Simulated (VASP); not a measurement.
# Sb (P6_3/mmc) in VASP: notebook

Sb is run at these levels: PBEsol; tasks: single point.

All numbers are computed with VASP 6.6.1; they aren't measurements. Logs are shortened: lines on timing, memory, paths and dates and some standing lists are left out, and cuts for length are marked.

## Step 1: The cell of the first run

Symmetry: P6_3/mmc, No. 194, hexagonal system. Conventional cell: a = 3.247 Å, b = 3.247 Å, c = 10.989 Å, α = 90.00°, β = 90.00°, γ = 120.00°. Within 4.3 Å of Sb (site symmetry -3m) lie 12 Sb at 3.25 to 3.33 Å. Within 4.3 Å of Sb (site symmetry -6m2) lie 12 Sb at 3.25 to 3.33 Å.

## Step 2: Single point, PBEsol (volume scaled by 0.96)

Input file INCAR:

```
SYSTEM = Sb
ALGO = Normal
EDIFF = 1E-6
ENCUT = 520
GGA = PS
ISIF = 2
ISMEAR = -1
LASPH = .TRUE.
LCHARG = .FALSE.
LREAL = .FALSE.
LWAVE = .FALSE.
NBANDS = 18
NELM = 100
PREC = Accurate
SIGMA = 0.1
```

Input file KPOINTS:

```
k-points
0
G
  12 12 4
  0 0 0
```

Input file POSCAR:

```
Sb
1.0
    3.2470761052      0.0000000000      0.0000000000
   -1.6235380526      2.8120503951      0.0000000000
    0.0000000000      0.0000000000     10.9888733804
Sb
4
Direct
    0.0000000000      1.0000000000      0.0000000000
    0.0000000000      1.0000000000      0.5000000000
    0.3333333333      0.6666666667      0.2500000000
    0.6666666667      0.3333333333      0.7500000000
```

Potentials or basis: VASP PAW PBE potentials, release 64 (Sb).

Command:

```
> cat potpaw_PBE.64/Sb/POTCAR > POTCAR
> mpirun -np 1 vasp_std > vasp.out
```

OUTCAR:

```text
SYSTEM = Sb
   EDIFF = 1E-6
   ENCUT = 520
   GGA = PS
   ISIF = 2
   ISMEAR = -1
   LASPH = .TRUE.
   LREAL = .FALSE.
   NELM = 100
   PREC = Accurate

 ion  position               nearest neighbor table
   1  0.000  0.000  0.000-   3 3.33   4 3.33   3 3.33   4 3.33   4 3.33   3 3.33
   2  0.000  0.000  0.500-   3 3.33   4 3.33   3 3.33   4 3.33   4 3.33   3 3.33
   3  0.333  0.667  0.250-   1 3.33   2 3.33   1 3.33   2 3.33   1 3.33   2 3.33
   4  0.667  0.333  0.750-   1 3.33   2 3.33   1 3.33   2 3.33   1 3.33   2 3.33

  LATTYP: Found a hexagonal cell.
 ALAT       =     3.2470761052
 C/A-ratio  =     3.3842364713

  Lattice vectors:

 A1 = (   3.2470761052,   0.0000000000,   0.0000000000)
 A2 = (  -1.6235380526,   2.8120503951,   0.0000000000)
 A3 = (   0.0000000000,   0.0000000000,  10.9888733804)

Analysis of symmetry for initial positions (statically):
=====================================================================
 Subroutine PRICEL returns:
 Original cell was already a primitive cell.

 Routine SETGRP: Setting up the symmetry group for a
 hexagonal supercell.

 Subroutine GETGRP returns: Found 24 space group operations
 (whereof 12 operations were pure point group operations)
 out of a pool of 24 trial point group operations.

The static configuration has the point symmetry D_3d.
 The point group associated with its full space group is D_6h.

Analysis of symmetry for dynamics (positions and initial velocities):
=====================================================================
 Subroutine PRICEL returns:
 Original cell was already a primitive cell.

 Routine SETGRP: Setting up the symmetry group for a
 hexagonal supercell.

 Subroutine GETGRP returns: Found 24 space group operations
 (whereof 12 operations were pure point group operations)
 out of a pool of 24 trial point group operations.

The dynamic configuration has the point symmetry D_3d.
 The point group associated with its full space group is D_6h.

 Subroutine INISYM returns: Found 24 space group operations
 (whereof 12 operations are pure point group operations),
 and found     1 'primitive' translations

----------------------------------------------------------------------------------------

                                     Primitive cell

  volume of cell :     100.3388

  direct lattice vectors                    reciprocal lattice vectors
     3.247076105  0.000000000  0.000000000     0.307969375  0.177806202  0.000000000
    -1.623538053  2.812050395  0.000000000     0.000000000  0.355612404  0.000000000
     0.000000000  0.000000000 10.988873380     0.000000000  0.000000000  0.091001140

  length of vectors
     3.247076105  3.247076105 10.988873380     0.355612404  0.355612404  0.091001140

  position of ions in fractional coordinates (direct lattice)
     0.000000000  0.000000000  0.000000000
     0.000000000  0.000000000  0.500000000
     0.333333333  0.666666667  0.250000000
     0.666666667  0.333333333  0.750000000

  ion indices of the primitive-cell ions
   primitive index   ion index
                 1           1
                 2           2
                 3           3
                 4           4

----------------------------------------------------------------------------------------

 KPOINTS: k-points

Automatic generation of k-mesh.
 Grid dimensions read from file:
 generate k-points for:   12   12    4

 Generating k-lattice:

  Cartesian coordinates                     Fractional coordinates (reciprocal lattice)
     0.025664115  0.014817183  0.000000000     0.083333333  0.000000000  0.000000000
     0.000000000  0.029634367  0.000000000     0.000000000  0.083333333  0.000000000
     0.000000000  0.000000000  0.022750285     0.000000000  0.000000000  0.250000000

  Length of vectors
     0.029634367  0.029634367  0.022750285

  Shift w.r.t. Gamma in fractional coordinates (k-lattice)
     0.000000000  0.000000000  0.000000000

 Subroutine IBZKPT returns following result:
 ===========================================

 Found     57 irreducible k-points:

 Following reciprocal coordinates:
            Coordinates               Weight
  0.000000  0.000000  0.000000      1.000000
  0.083333  0.000000  0.000000      6.000000
  0.166667  0.000000  0.000000      6.000000
  0.250000 -0.000000  0.000000      6.000000
  0.333333  0.000000  0.000000      6.000000
  0.416667 -0.000000  0.000000      6.000000
[... 16 lines left out ...]
  0.250000 -0.000000  0.250000     12.000000
  0.333333  0.000000  0.250000     12.000000
 [... further k-points ...]
   k-points           NKPTS =     57   k-points in BZ     NKDIM =     57   number of bands    NBANDS=     18
   number of dos      NEDOS =    301   number of ions     NIONS =      4
   total plane-waves  NPLWV =  48384
   dimension x,y,z NGX =    24 NGY =   24 NGZ =   84
   dimension x,y,z NGXF=    48 NGYF=   48 NGZF=  168
   ions per type =               4
   NGX,Y,Z   is equivalent  to a cutoff of  12.29, 12.29, 12.71 a.u.
   NGXF,Y,Z  is equivalent  to a cutoff of  24.58, 24.58, 25.42 a.u.
 SYSTEM =  Sb
   PREC   = accura    normal or accurate (medium, high low for compatibility)
   ISTART =      0    job   : 0-new  1-cont  2-samecut
   ICHARG =      2    charge: 1-file 2-atom 10-const
   ISPIN  =      1    spin polarized calculation?
   LNONCOLLINEAR =      F non collinear calculations
   LSORBIT =      F    spin-orbit coupling
   LASPH  =      T    aspherical Exc in radial PAW
   ENCUT  =  520.0 eV  38.22 Ry    6.18 a.u.   6.04  6.04 20.43*2*pi/ulx,y,z
   NELM   =    100;   NELMIN=  2; NELMDL= -5     # of ELM steps
   EDIFF  = 0.1E-05   stopping-criterion for ELM
   LREAL  =      F    real-space projection
   EDIFFG = 0.1E-04   stopping-criterion for IOM
   NSW    =      0    number of steps for IOM
   IBRION =     -1    ionic relax: 0-MD 1-quasi-New 2-CG
   NFREE  =      0    steps in history (QN), initial steepest desc. (CG)
   ISIF   =      2    stress and relaxation
   ISYM   =      2    0-nonsym 1-usesym 2-fastsym
   POTIM  = 0.5000    time-step for ionic-motion
   TEBEG  =    0.0;   TEEND  =   0.0 temperature during run
   PSTRESS=    0.0 pullay stress
   NELECT =      20.0000    total number of electrons
   NUPDOWN=      -1.0000    fix difference up-down
   EMIN   =  10.00;   EMAX   =-10.00  energy-range for DOS
   EFERMI =   0.00;   METHOD = LEGACY
   ISMEAR =    -1;   SIGMA  =   0.10  broadening in eV -4-tet -1-fermi 0-gaus
   EFERMI_NEDOS =   21; number of points for ismear=-14 and -15
   IALGO  =     38    algorithm
   IMIX   =      4    mixing-type and parameters
     AMIX     =   0.40;   BMIX     =  1.00
     AMIX_MAG =   1.60;   BMIX_MAG =  1.00
  volume/ion in A,a.u.               =      25.08       169.28
  Fermi-wavevector in a.u.,A,eV,Ry     =   0.956302  1.807150 12.442722  0.914514
  Thomas-Fermi vector in A             =   2.085218
   LORBIT       =      0    0 simple, 1 ext, 2 COOP (PROOUT), +10 PAW based schemes
   GGA     = PS    functional components
   LHFCALC =     F    Hartree Fock is set to
   AEXX    =    0.0000 exact exchange contribution
   IVDW    =     0    specifies the selected vdW correction
   LEPSILON=     F    determine dielectric tensor
   LRPA    =     F    only Hartree local field effects (RPA)
 non-spin polarized calculation
  energy-cutoff  :      520.00
  volume of cell :      100.34
 maximum number of plane-waves:      2748
   NGX = 13   NGY = 13   NGZ = 41

 number of electron      20.0000002 magnetization

 Free energy of the ion-electron system (eV)
  ---------------------------------------------------
  ext. energy  EPLUGINS =         0.00000000
  ---------------------------------------------------
  free energy    TOTEN  =       -17.31222824 eV

  energy without entropy =      -17.24202334  energy(sigma->0) =      -17.27712579

 E-fermi :   9.3343     XC(G=0): -10.6401

 val. band max:        9.2583601224   @ k =   0.4167   0.0833   0.2500
 cond. band min:       9.3676281022   @ k =   0.4167   0.1667   0.0000
 fundamental gap:      0.1092679799
 Fermi energy:         9.3343073654

 k-point     1 :       0.0000    0.0000    0.0000
  band No.  band energies     occupation
      1      -4.1886      2.00000
      2      -2.9601      2.00000
      3      -2.9501      2.00000
      4      -0.3856      2.00000
      5       2.9770      2.00000
      6       8.0780      1.99999
[... 10 lines left out ...]
     17      17.9905      0.00000
     18      18.2126      0.00000

 k-point     2 :       0.0833    0.0000    0.0000
  band No.  band energies     occupation
      1      -4.0540      2.00000
      2      -2.8267      2.00000
      3      -2.8168      2.00000
      4      -0.2621      2.00000
      5       3.1166      2.00000
      6       8.1837      1.99998
[... 10 lines left out ...]
     17      17.4878      0.00000
     18      17.9347      0.00000

 k-point     3 :       0.1667    0.0000    0.0000
  band No.  band energies     occupation
      1      -3.6513      2.00000
      2      -2.4283      2.00000
      3      -2.4186      2.00000
      4       0.1038      2.00000
      5       3.5316      2.00000
      6       8.4455      1.99972
[... 10 lines left out ...]
     17      16.2037      0.00000
     18      16.8459      0.00000

 k-point     4 :       0.2500   -0.0000    0.0000
  band No.  band energies     occupation
      1      -2.9846      2.00000
      2      -1.7716      2.00000
      3      -1.7628      2.00000
      4       0.6889      2.00000
      5       4.2072      2.00000
      6       7.5176      2.00000
[... 375 lines left out ...]
      4      -0.2627      2.00000
      5       4.0538      2.00000
      6       6.7723      2.00000
[... 10 lines left out ...]
     17      16.2049      0.00000
     18      16.4696      0.00000

 k-point    23 :       0.2500   -0.0000    0.2500
  band No.  band energies     occupation
      1      -2.9072      2.00000
      2      -2.2935      2.00000
      3      -1.1127      2.00000
      4       0.3423      2.00000
      5       4.6915      2.00000
      6       7.0822      2.00000
[... 10 lines left out ...]
     17      15.2679      0.00000
     18      15.5901      0.00000

 k-point    24 :       0.3333    0.0000    0.2500
  band No.  band energies     occupation
      1      -1.9910      2.00000
      2      -1.3895      2.00000
      3      -0.2473      2.00000
      4       1.0984      2.00000
      5       5.1522      2.00000
      6       5.8103      2.00000
[... 10 lines left out ...]
     17      14.6123      0.00000
     18      14.9870      0.00000

 [... further k-points ...]

------------------------ aborting loop because EDIFF is reached ----------------------------------------

  FORCE on cell =-STRESS in cart. coord.  units (eV):
  Direction    XX          YY          ZZ          XY          YZ          ZX
  --------------------------------------------------------------------------------------
  -------------------------------------------------------------------------------------
  Total        2.4085614      2.4085614      1.4607866     -0.0000000      0.0000000      0.0000000
  in kB       38.4591392     38.4591392     23.3253745     -0.0000000      0.0000000      0.0000000
  external PRESSURE =      33.4145510 kB  Pullay stress =       0.0000000 kB

 VOLUME and BASIS-vectors are now :
 -----------------------------------------------------------------------------
  energy-cutoff  :      520.00
  volume of cell :      100.34
      direct lattice vectors                 reciprocal lattice vectors
     3.247076105  0.000000000  0.000000000     0.307969375  0.177806202  0.000000000
    -1.623538053  2.812050395  0.000000000     0.000000000  0.355612404  0.000000000
     0.000000000  0.000000000 10.988873380     0.000000000  0.000000000  0.091001140

 POSITION                                       TOTAL-FORCE (eV/Angst)
 -----------------------------------------------------------------------------------
      0.00000      0.00000      0.00000        -0.000000      0.000000      0.000000
      0.00000      0.00000      5.49444        -0.000000      0.000000      0.000000
     -0.00000      1.87470      2.74722        -0.000000      0.000000      0.000000
      1.62354      0.93735      8.24166         0.000000     -0.000000      0.000000
 -----------------------------------------------------------------------------------
    total drift:                               -0.000000      0.000000     -0.000000

  FREE ENERGIE OF THE ION-ELECTRON SYSTEM (eV)
  ---------------------------------------------------
  free  energy   TOTEN  =       -17.3122282353 eV

  energy  without entropy=      -17.2420233378  energy(sigma->0) =      -17.27712579
```

It took 43 s on 1 thread of Intel Xeon Platinum 8259CL at 2.50GHz (Skylake/Cascade Lake), shared host; peak memory 0.24 GiB.

Results:

```yaml
Free_energy: -17.3122 eV
Pressure: 3.3 GPa
Band_gap_on_the_k_mesh: zero (band 10 reaches 14.42 eV, above the bottom of band 11 at 6.49 eV)
```

Stress tensor (GPa, compression positive):
```
3.85 0.00 0.00
0.00 3.85 0.00
0.00 0.00 2.33
```

Levels at points of the mesh, in eV from the Fermi level:
```tsv
k point	band 7	band 8	band 9	band 10	band 11	band 12	band 13	band 14
(0.00, 0.00, 0.00)	-1.25	4.37	4.37	5.08	5.08	5.15	5.15	5.29
(0.50, 0.00, 0.00)	-4.23	-3.81	-1.96	-1.10	0.68	1.76	1.92	1.93
(0.00, 0.00, 0.50)	2.59	2.59	4.58	4.58	4.58	4.58	5.75	5.75
(0.50, 0.00, 0.50)	-4.82	-4.82	-0.53	-0.53	1.01	1.01	1.04	1.04
```

Caveat: the cell differs from its parent crystal (volume scaled by 0.96); the PAW data sets were made with another functional, which shifts forces and pressure a little; spin-orbit coupling is left out, which moves the levels of the heavy elements.

## Step 3: Single point, PBEsol

This run uses another cell than the first one, of 26.13 Å³/atom, 1.042 times its volume.

Input file INCAR:

```
PREC     = Accurate       # precision mode
ENCUT    = 520            # plane-wave cutoff, eV
EDIFF    = 1E-6           # SCF threshold, eV
ISMEAR   = -1             # smearing method
SIGMA    = 0.1            # smearing width, eV
LREAL    = False          # projectors in reciprocal space
LASPH    = True           # aspherical terms in the spheres
NELM     = 100            # most SCF steps
ALGO     = Normal         # electronic algorithm
ISIF     = 2              # what is computed and relaxed
LWAVE    = False          # write WAVECAR
LCHARG   = False          # write CHGCAR
GGA      = PS             # functional
NBANDS   = 18             # bands
```

Input file KPOINTS:

```
regular mesh
0
Gamma
  12 12 4
```

Input file POSCAR:

```
Sb
1.0
    3.2915621278      0.0000000000      0.0000000000
   -1.6457810639      2.8505764208      0.0000000000
    0.0000000000      0.0000000000     11.1394246005
Sb
4
Direct
    0.0000000000      1.0000000000      0.0000000000
    0.0000000000      1.0000000000      0.5000000000
    0.3333333333      0.6666666667      0.2500000000
    0.6666666667      0.3333333333      0.7500000000
```

Potentials or basis: VASP PAW PBE potentials, release 64 (Sb).

Command:

```
> cat potpaw_PBE.64/Sb/POTCAR > POTCAR
> mpirun -np 1 vasp_std > vasp.out
```

It took 43 s on 1 thread of Intel Xeon Platinum 8259CL at 2.50GHz (Skylake/Cascade Lake), shared host; peak memory 0.25 GiB.

The run converged. Its results:

* Free energy: -17.3572 eV
* Pressure: 0.2 GPa
* Band gap on the k mesh: zero (band 10 reaches 13.60 eV, above the bottom of band 11 at 6.07 eV)

Stress tensor (GPa, compression positive):
```
 0.57  0.00  0.00
 0.00  0.57  0.00
 0.00  0.00 -0.51
```

Levels at points of the mesh, in eV from the Fermi level:
| k point | band 6 | band 7 | band 8 | band 9 | band 10 | band 11 | band 12 | band 13 | band 14 | band 15 |
| --- | --- | --- | --- | --- | --- | --- | --- | --- | --- | --- |
| (0.00, 0.00, 0.00) | -1.24 | -1.23 | 4.15 | 4.15 | 4.83 | 4.83 | 4.89 | 4.89 | 5.02 | 5.73 |
| (0.50, 0.00, 0.00) | -5.56 | -4.12 | -3.70 | -1.85 | -1.03 | 0.67 | 1.66 | 1.84 | 1.85 | 2.53 |
| (0.00, 0.00, 0.50) | -4.42 | 2.46 | 2.46 | 4.35 | 4.35 | 4.35 | 4.35 | 5.45 | 5.45 | 5.45 |
| (0.50, 0.00, 0.50) | -5.26 | -4.63 | -4.63 | -0.51 | -0.51 | 0.97 | 0.97 | 1.02 | 1.02 | 3.04 |

Caveat: the PAW data sets were made with another functional, which shifts forces and pressure a little; spin-orbit coupling is left out, which moves the levels of the heavy elements.

## Step 4: Single point, PBEsol (volume scaled by 1.04)

Input file INCAR:

```
  ALGO = Normal
  EDIFF = 1E-6
  ENCUT = 520
  GGA = PS
  ISIF = 2
  ISMEAR = -1
  LASPH = True
  LCHARG = False
  LREAL = False
  LWAVE = False
  NBANDS = 18
  NELM = 80
  PREC = Accurate
  SIGMA = 0.1
```

Input file KPOINTS:

```
k-points
0
Gamma
  12 12 4
```

Input file POSCAR:

```
Sb
1.0
    3.3348771230      0.0000000000      0.0000000000
   -1.6674385615      2.8880883071      0.0000000000
    0.0000000000      0.0000000000     11.2860127872
Sb
4
Direct
    0.0000000000      1.0000000000      0.0000000000
    0.0000000000      1.0000000000      0.5000000000
    0.3333333333      0.6666666667      0.2500000000
    0.6666666667      0.3333333333      0.7500000000
```

Command:

```
> cat potpaw_PBE.64/Sb/POTCAR > POTCAR
> mpirun -np 1 vasp_std > vasp.out
```

It took 65 s on 1 thread of Intel Xeon Platinum 8259CL at 2.50GHz (Skylake/Cascade Lake), shared host; peak memory 0.28 GiB.

It converged, with:

```yaml
Free_energy: -17.3287 eV
Pressure: -2.3 GPa
Band_gap_on_the_k_mesh: zero (band 10 reaches 12.85 eV, above the bottom of band 11 at 5.68 eV)
```

Stress tensor (GPa, compression positive):
```
-2.07  0.00  0.00
 0.00 -2.07  0.00
 0.00  0.00 -2.77
```

Levels at points of the mesh, in eV from the Fermi level:
```
           k point  band 7  band 8  band 9  band 10  band 11  band 12  band 13  band 14
(0.00, 0.00, 0.00)   -1.21    3.95    3.95     4.58     4.58     4.64     4.64     4.76
(0.50, 0.00, 0.00)   -4.02   -3.60   -1.75    -0.96     0.64     1.56     1.76     1.78
(0.00, 0.00, 0.50)    2.33    2.33    4.13     4.13     4.13     4.13     5.17     5.17
(0.50, 0.00, 0.50)   -4.45   -4.45   -0.50    -0.50     0.94     0.94     0.99     0.99
```

Caveat: the cell differs from its parent crystal (volume scaled by 1.04); the PAW data sets were made with another functional, which shifts forces and pressure a little; spin-orbit coupling is left out, which moves the levels of the heavy elements.

[end of part 1 of 3]
